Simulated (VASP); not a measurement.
# GaAs (F-43m) in VASP: further runs

GaAs is run at these levels: PBEsol; tasks: single point, relaxation of cell and atoms.

Program: VASP 6.6.1. These are calculated values, not measurements. Logs are shortened: lines on timing, memory, paths and dates and some standing lists are left out, and cuts for length are marked.

### 1 The cell of the first run

It takes space group F-43m (No. 216, cubic). Conventional cell: a = 5.658 Å, b = 5.658 Å, c = 5.658 Å, α = 90.00°, β = 90.00°, γ = 90.00°. Ga (site symmetry -43m) has 4 As at 2.45 Å within 3.2 Å. Within 3.2 Å of As (site symmetry -43m) lie 4 Ga at 2.45 Å.

### 2 Single point, PBEsol

Contents of INCAR:

```
ALGO = Normal
EDIFF = 1E-7
ENCUT = 520
GGA = PS
ISIF = 2
ISMEAR = -1
LASPH = True
LCHARG = False
LREAL = False
LWAVE = False
NBANDS = 16
NELM = 60
PREC = Accurate
SIGMA = 0.08
```

Contents of KPOINTS:

```
k-points
0
Gamma
  8 8 8
```

Contents of POSCAR:

```
GaAs
1.0
    0.0000000000      2.8289864775      2.8289864775
    2.8289864775      0.0000000000      2.8289864775
    2.8289864775      2.8289864775      0.0000000000
Ga As
1 1
Direct
    0.0000000000      0.0000000000      0.0000000000
    0.7500000000      0.7500000000      0.7500000000
```

Potentials or basis: VASP PAW PBE potentials, release 64 (Ga_d, As).

Command:

```
$ cat potpaw_PBE.64/Ga_d/POTCAR potpaw_PBE.64/As/POTCAR > POTCAR
$ mpirun -np 1 vasp_std > vasp.out
```

OUTCAR:

```text
EDIFF = 1E-7
   ENCUT = 520
   GGA = PS
   ISIF = 2
   ISMEAR = -1
   LASPH = True
   LREAL = False
   NELM = 60
   PREC = Accurate

 ion  position               nearest neighbor table
   1  0.000  0.000  0.000-   2 2.45   2 2.45   2 2.45   2 2.45
   2  0.750  0.750  0.750-   1 2.45   1 2.45   1 2.45   1 2.45

  LATTYP: Found a face centered cubic cell.
 ALAT       =     5.6579729550

  Lattice vectors:

 A1 = (   0.0000000000,   2.8289864775,   2.8289864775)
 A2 = (   2.8289864775,   0.0000000000,   2.8289864775)
 A3 = (   2.8289864775,   2.8289864775,   0.0000000000)

Analysis of symmetry for initial positions (statically):
=====================================================================
 Subroutine PRICEL returns:
 Original cell was already a primitive cell.

 Routine SETGRP: Setting up the symmetry group for a
 face centered cubic supercell.

 Subroutine GETGRP returns: Found 24 space group operations
 (whereof 24 operations were pure point group operations)
 out of a pool of 48 trial point group operations.

The static configuration has the point symmetry T_d .

Analysis of symmetry for dynamics (positions and initial velocities):
=====================================================================
 Subroutine PRICEL returns:
 Original cell was already a primitive cell.

 Routine SETGRP: Setting up the symmetry group for a
 face centered cubic supercell.

 Subroutine GETGRP returns: Found 24 space group operations
 (whereof 24 operations were pure point group operations)
 out of a pool of 48 trial point group operations.

The dynamic configuration has the point symmetry T_d .

 Subroutine INISYM returns: Found 24 space group operations
 (whereof 24 operations are pure point group operations),
 and found     1 'primitive' translations

----------------------------------------------------------------------------------------

                                     Primitive cell

  volume of cell :      45.2817

  direct lattice vectors                    reciprocal lattice vectors
     0.000000000  2.828986477  2.828986477    -0.176741743  0.176741743  0.176741743
     2.828986477  0.000000000  2.828986477     0.176741743 -0.176741743  0.176741743
     2.828986477  2.828986477  0.000000000     0.176741743  0.176741743 -0.176741743

  length of vectors
     4.000791044  4.000791044  4.000791044     0.306125678  0.306125678  0.306125678

  position of ions in fractional coordinates (direct lattice)
     0.000000000  0.000000000  0.000000000
     0.750000000  0.750000000  0.750000000

  ion indices of the primitive-cell ions
   primitive index   ion index
                 1           1
                 2           2

----------------------------------------------------------------------------------------

 KPOINTS: k-points

Automatic generation of k-mesh.
 Grid dimensions read from file:
 generate k-points for:    8    8    8

 Generating k-lattice:

  Cartesian coordinates                     Fractional coordinates (reciprocal lattice)
    -0.022092718  0.022092718  0.022092718     0.125000000  0.000000000  0.000000000
     0.022092718 -0.022092718  0.022092718     0.000000000  0.125000000  0.000000000
     0.022092718  0.022092718 -0.022092718     0.000000000  0.000000000  0.125000000

  Length of vectors
     0.038265710  0.038265710  0.038265710

  Shift w.r.t. Gamma in fractional coordinates (k-lattice)
     0.000000000  0.000000000  0.000000000

 Subroutine IBZKPT returns following result:
 ===========================================

 Found     29 irreducible k-points:

 Following reciprocal coordinates:
            Coordinates               Weight
  0.000000  0.000000  0.000000      1.000000
  0.125000  0.000000  0.000000      8.000000
  0.250000  0.000000  0.000000      8.000000
  0.375000  0.000000  0.000000      8.000000
  0.500000  0.000000  0.000000      4.000000
  0.125000  0.125000  0.000000      6.000000
[... 16 lines left out ...]
  0.500000  0.250000  0.125000     48.000000
 -0.375000  0.250000  0.125000     24.000000
 [... further k-points ...]
   k-points           NKPTS =     29   k-points in BZ     NKDIM =     29   number of bands    NBANDS=     16
   number of dos      NEDOS =    301   number of ions     NIONS =      2
   total plane-waves  NPLWV =  27000
   dimension x,y,z NGX =    30 NGY =   30 NGZ =   30
   dimension x,y,z NGXF=    60 NGYF=   60 NGZF=   60
   ions per type =               1   1
   NGX,Y,Z   is equivalent  to a cutoff of  12.47, 12.47, 12.47 a.u.
   NGXF,Y,Z  is equivalent  to a cutoff of  24.93, 24.93, 24.93 a.u.
 SYSTEM =  unknown system
   PREC   = accura    normal or accurate (medium, high low for compatibility)
   ISTART =      0    job   : 0-new  1-cont  2-samecut
   ICHARG =      2    charge: 1-file 2-atom 10-const
   ISPIN  =      1    spin polarized calculation?
   LNONCOLLINEAR =      F non collinear calculations
   LSORBIT =      F    spin-orbit coupling
   LASPH  =      T    aspherical Exc in radial PAW
   ENCUT  =  520.0 eV  38.22 Ry    6.18 a.u.   7.44  7.44  7.44*2*pi/ulx,y,z
   NELM   =     60;   NELMIN=  2; NELMDL= -5     # of ELM steps
   EDIFF  = 0.1E-06   stopping-criterion for ELM
   LREAL  =      F    real-space projection
   EDIFFG = 0.1E-05   stopping-criterion for IOM
   NSW    =      0    number of steps for IOM
   IBRION =     -1    ionic relax: 0-MD 1-quasi-New 2-CG
   NFREE  =      0    steps in history (QN), initial steepest desc. (CG)
   ISIF   =      2    stress and relaxation
   ISYM   =      2    0-nonsym 1-usesym 2-fastsym
   POTIM  = 0.5000    time-step for ionic-motion
   TEBEG  =    0.0;   TEEND  =   0.0 temperature during run
   PSTRESS=    0.0 pullay stress
   NELECT =      18.0000    total number of electrons
   NUPDOWN=      -1.0000    fix difference up-down
   EMIN   =  10.00;   EMAX   =-10.00  energy-range for DOS
   EFERMI =   0.00;   METHOD = LEGACY
   ISMEAR =    -1;   SIGMA  =   0.08  broadening in eV -4-tet -1-fermi 0-gaus
   EFERMI_NEDOS =   21; number of points for ismear=-14 and -15
   IALGO  =     38    algorithm
   IMIX   =      4    mixing-type and parameters
     AMIX     =   0.40;   BMIX     =  1.00
     AMIX_MAG =   1.60;   BMIX_MAG =  1.00
  volume/ion in A,a.u.               =      22.64       152.79
  Fermi-wavevector in a.u.,A,eV,Ry     =   1.203718  2.274697 19.713989  1.448937
  Thomas-Fermi vector in A             =   2.339464
   LORBIT       =      0    0 simple, 1 ext, 2 COOP (PROOUT), +10 PAW based schemes
   GGA     = PS    functional components
   LHFCALC =     F    Hartree Fock is set to
   AEXX    =    0.0000 exact exchange contribution
   IVDW    =     0    specifies the selected vdW correction
   LEPSILON=     F    determine dielectric tensor
   LRPA    =     F    only Hartree local field effects (RPA)
 non-spin polarized calculation
  energy-cutoff  :      520.00
  volume of cell :       45.28
 maximum number of plane-waves:      1243
 NGX is ok and might be reduce to    30
   NGX = 15   NGY = 15   NGZ = 15

 number of electron      17.9999993 magnetization

 Free energy of the ion-electron system (eV)
  ---------------------------------------------------
  ext. energy  EPLUGINS =         0.00000000
  ---------------------------------------------------
  free energy    TOTEN  =        -9.08751132 eV

  energy without entropy =       -9.08718030  energy(sigma->0) =       -9.08734581

 E-fermi :   4.0648     XC(G=0):  -9.7622

 val. band max:        3.7844983025   @ k =   0.0000   0.0000   0.0000
 cond. band min:       4.2229645358   @ k =   0.0000   0.0000   0.0000
 fundamental gap:      0.4384662333
 Fermi energy:         4.0647613216

 k-point     1 :       0.0000    0.0000    0.0000
  band No.  band energies     occupation
      1     -10.9879      2.00000
      2     -10.9879      2.00000
      3     -10.9879      2.00000
      4     -10.9084      2.00000
      5     -10.9084      2.00000
      6      -8.9517      2.00000
[... 8 lines left out ...]
     15      13.8872      0.00000
     16      13.8872      0.00000

 k-point     2 :       0.1250    0.0000    0.0000
  band No.  band energies     occupation
      1     -11.0016      2.00000
      2     -10.9843      2.00000
      3     -10.9843      2.00000
      4     -10.9086      2.00000
      5     -10.9086      2.00000
      6      -8.7686      2.00000
[... 8 lines left out ...]
     15      12.9948      0.00000
     16      12.9948      0.00000

 k-point     3 :       0.2500    0.0000    0.0000
  band No.  band energies     occupation
      1     -11.0316      2.00000
      2     -10.9766      2.00000
      3     -10.9766      2.00000
      4     -10.9081      2.00000
      5     -10.9081      2.00000
      6      -8.2573      2.00000
[... 8 lines left out ...]
     15      12.7472      0.00000
     16      12.7472      0.00000

 k-point     4 :       0.3750    0.0000    0.0000
  band No.  band energies     occupation
      1     -11.0583      2.00000
      2     -10.9705      2.00000
      3     -10.9705      2.00000
      4     -10.9061      2.00000
      5     -10.9061      2.00000
      6      -7.5718      2.00000
[... 8 lines left out ...]
     15      13.9147      0.00000
     16      13.9147      0.00000

 k-point     5 :       0.5000    0.0000    0.0000
  band No.  band energies     occupation
      1     -11.0686      2.00000
      2     -10.9685      2.00000
      3     -10.9685      2.00000
      4     -10.9046      2.00000
      5     -10.9046      2.00000
      6      -7.1801      2.00000
[... 8 lines left out ...]
     15      15.5868      0.00000
     16      15.5868      0.00000

 k-point     6 :       0.1250    0.1250    0.0000
  band No.  band energies     occupation
      1     -11.0093      2.00000
      2     -10.9810      2.00000
      3     -10.9810      2.00000
      4     -10.9114      2.00000
      5     -10.9066      2.00000
      6      -8.7077      2.00000
[... 8 lines left out ...]
     15      12.5017      0.00000
     16      14.1392      0.00000

 k-point     7 :       0.2500    0.1250    0.0000
  band No.  band energies     occupation
      1     -11.0331      2.00000
      2     -10.9745      2.00000
      3     -10.9729      2.00000
      4     -10.9138      2.00000
      5     -10.9049      2.00000
      6      -8.3043      2.00000
[... 8 lines left out ...]
     15      13.7177      0.00000
     16      13.9345      0.00000

 k-point     8 :       0.3750    0.1250    0.0000
  band No.  band energies     occupation
      1     -11.0574      2.00000
      2     -10.9691      2.00000
      3     -10.9661      2.00000
      4     -10.9130      2.00000
      5     -10.9034      2.00000
      6      -7.6600      2.00000
[... 8 lines left out ...]
     15      13.8505      0.00000
     16      14.7328      0.00000

 k-point     9 :       0.5000    0.1250    0.0000
  band No.  band energies     occupation
      1     -11.0707      2.00000
      2     -10.9665      2.00000
      3     -10.9637      2.00000
      4     -10.9092      2.00000
      5     -10.9039      2.00000
      6      -7.1064      2.00000
[... 8 lines left out ...]
     15      15.0034      0.00000
     16      15.5877      0.00000
[... 172 lines left out ...]
 k-point    19 :       0.5000    0.3750    0.0000
  band No.  band energies     occupation
      1     -11.0939      2.00000
      2     -10.9454      2.00000
      3     -10.9424      2.00000
      4     -10.9294      2.00000
      5     -10.8977      2.00000
      6      -6.5984      2.00000
[... 8 lines left out ...]
     15      16.2004      0.00000
     16      16.5813      0.00000

 k-point    20 :      -0.3750    0.3750    0.0000
  band No.  band energies     occupation
      1     -11.0888      2.00000
      2     -10.9526      2.00000
      3     -10.9455      2.00000
      4     -10.9226      2.00000
      5     -10.9018      2.00000
      6      -6.4753      2.00000
[... 8 lines left out ...]
     15      14.2586      0.00000
     16      17.9129      0.00000

 k-point    21 :       0.5000    0.5000    0.0000
  band No.  band energies     occupation
      1     -11.1003      2.00000
      2     -10.9386      2.00000
      3     -10.9386      2.00000
      4     -10.9344      2.00000
      5     -10.8956      2.00000
      6      -6.4393      2.00000
[... 8 lines left out ...]
     15      17.0048      0.00000
     16      17.0691      0.00000

 k-point    22 :       0.3750    0.2500    0.1250
  band No.  band energies     occupation
      1     -11.0541      2.00000
      2     -10.9674      2.00000
      3     -10.9646      2.00000
      4     -10.9165      2.00000
      5     -10.9033      2.00000
      6      -7.8268      2.00000
[... 8 lines left out ...]
     15      14.6113      0.00000
     16      15.0721      0.00000

 k-point    23 :       0.5000    0.2500    0.1250
  band No.  band energies     occupation
      1     -11.0707      2.00000
      2     -10.9638      2.00000
      3     -10.9579      2.00000
      4     -10.9153      2.00000
      5     -10.9037      2.00000
      6      -7.1924      2.00000
[... 8 lines left out ...]
     15      14.5128      0.00000
     16      15.9196      0.00000

 k-point    24 :      -0.3750    0.2500    0.1250
  band No.  band energies     occupation
      1     -11.0769      2.00000
      2     -10.9631      2.00000
      3     -10.9554      2.00000
      4     -10.9129      2.00000
      5     -10.9050      2.00000
      6      -6.8373      2.00000
[... 8 lines left out ...]
     15      15.2645      0.00000
     16      15.8192      0.00000

 [... further k-points ...]

------------------------ aborting loop because EDIFF is reached ----------------------------------------

  FORCE on cell =-STRESS in cart. coord.  units (eV):
  Direction    XX          YY          ZZ          XY          YZ          ZX
  --------------------------------------------------------------------------------------
  -------------------------------------------------------------------------------------
  Total        0.0528560      0.0528560      0.0528560      0.0000000      0.0000000     -0.0000000
  in kB        1.8701767      1.8701767      1.8701767      0.0000000      0.0000000     -0.0000000
  external PRESSURE =       1.8701767 kB  Pullay stress =       0.0000000 kB

 VOLUME and BASIS-vectors are now :
 -----------------------------------------------------------------------------
  energy-cutoff  :      520.00
  volume of cell :       45.28
      direct lattice vectors                 reciprocal lattice vectors
     0.000000000  2.828986477  2.828986477    -0.176741743  0.176741743  0.176741743
     2.828986477  0.000000000  2.828986477     0.176741743 -0.176741743  0.176741743
     2.828986477  2.828986477  0.000000000     0.176741743  0.176741743 -0.176741743

 POSITION                                       TOTAL-FORCE (eV/Angst)
 -----------------------------------------------------------------------------------
      0.00000      0.00000      0.00000        -0.000000     -0.000000     -0.000000
      4.24348      4.24348      4.24348         0.000000      0.000000      0.000000
 -----------------------------------------------------------------------------------
    total drift:                               -0.000000     -0.000000     -0.000000

  FREE ENERGIE OF THE ION-ELECTRON SYSTEM (eV)
  ---------------------------------------------------
  free  energy   TOTEN  =        -9.0875113167 eV

  energy  without entropy=       -9.0871803036  energy(sigma->0) =       -9.08734581
```

Run time: 20 s. Hardware: 1 thread of Intel Xeon 6975P-C, shared host; peak memory 0.18 GiB.

Results:

```yaml
Free_energy: -9.0875 eV
Pressure: 0.2 GPa
Band_gap_on_the_k_mesh: 0.44 eV, direct
```

Caveat: the PAW data sets were made with another functional, which shifts forces and pressure a little.

### 3 Relaxation of cell and atoms, PBEsol

This run uses another cell than the first one, of 22.59 Å³/atom, 0.998 times its volume.

Contents of INCAR:

```
SYSTEM = GaAs
PREC = Accurate
ENCUT = 600
EDIFF = 1E-6
ISMEAR = -1
SIGMA = 0.08
LREAL = .False.
LASPH = .True.
NELM = 100
ALGO = Normal
ISIF = 3
LWAVE = .False.
LCHARG = .False.
GGA = PS
IBRION = 2
NSW = 100
EDIFFG = -0.002
```

Contents of KPOINTS:

```
regular mesh
0
Gamma
  8 8 8
  0 0 0
```

Contents of POSCAR:

```
GaAs
1.0
    0.0000000000      2.8268500000      2.8268500000
    2.8268500000      0.0000000000      2.8268500000
    2.8268500000      2.8268500000      0.0000000000
Ga As
1 1
Direct
    0.0000000000      0.0000000000      0.0000000000
    0.7500000000      0.7500000000      0.7500000000
```

Potentials or basis: VASP PAW PBE potentials, release 64 (Ga_d, As).

Command:

```
$ cat potpaw_PBE.64/Ga_d/POTCAR potpaw_PBE.64/As/POTCAR > POTCAR
$ mpirun -np 1 vasp_std > vasp.out
```

Wall time 45 s (1 thread of Intel Xeon 6975P-C, shared host); peak memory 0.2 GiB.

Results (log left out):

```
Free energy                            : -9.0875 eV
Relaxed volume                         : 22.69 Å³/atom
Relaxed cell                           : a = 4.004 Å, b = 4.004 Å, c = 4.004 Å, α = 60.00°, β = 60.00°, γ = 60.00°
Space group after relaxing (to 0.05 Å) : F-43m (No. 216)
Energy gained by relaxing              : 0.1 meV/atom
Ionic steps                            : 6
Pressure after relaxing                : 0.0 GPa
Band gap on the k mesh                 : 0.42 eV, direct
```

The path:
```
step  energy change (eV)  largest force (eV/Å)  pressure (GPa)  volume (Å³)
   1              0.0000                0.0000            0.33        45.18
   2             -0.0002                0.0000           -0.18        45.48
   3             -0.0002                0.0000            0.01        45.39
   4             -0.0002                0.0000           -0.06        45.40
   5             -0.0002                0.0000            0.11        45.35
   6             -0.0002                0.0000           -0.01        45.38
```

Final structure:
```
Ga As
1.0
     0.00000    2.83109    2.83109
     2.83109    0.00000    2.83109
     2.83109    2.83109    0.00000
Ga As
1 1
Direct
  0.00000 0.00000 0.00000
  0.75000 0.75000 0.75000
```

Levels at points of the mesh, in eV from the valence-band top:
| k point | band 6 | band 7 | band 8 | band 9 | band 10 | band 11 | band 12 | band 13 |
| --- | --- | --- | --- | --- | --- | --- | --- | --- |
| (0.00, 0.00, 0.00) | -12.72 | 0.00 | 0.00 | 0.00 | 0.42 | 3.69 | 3.69 | 3.69 |
| (0.50, 0.00, 0.00) | -10.96 | -6.66 | -1.14 | -1.14 | 0.92 | 4.58 | 4.58 | 7.58 |
| (0.50, 0.50, 0.00) | -10.22 | -6.83 | -2.68 | -2.68 | 1.36 | 1.57 | 10.09 | 10.09 |

Caveat: the PAW data sets were made with another functional, which shifts forces and pressure a little. As with any semilocal functional, this PBEsol gap is likely too small.
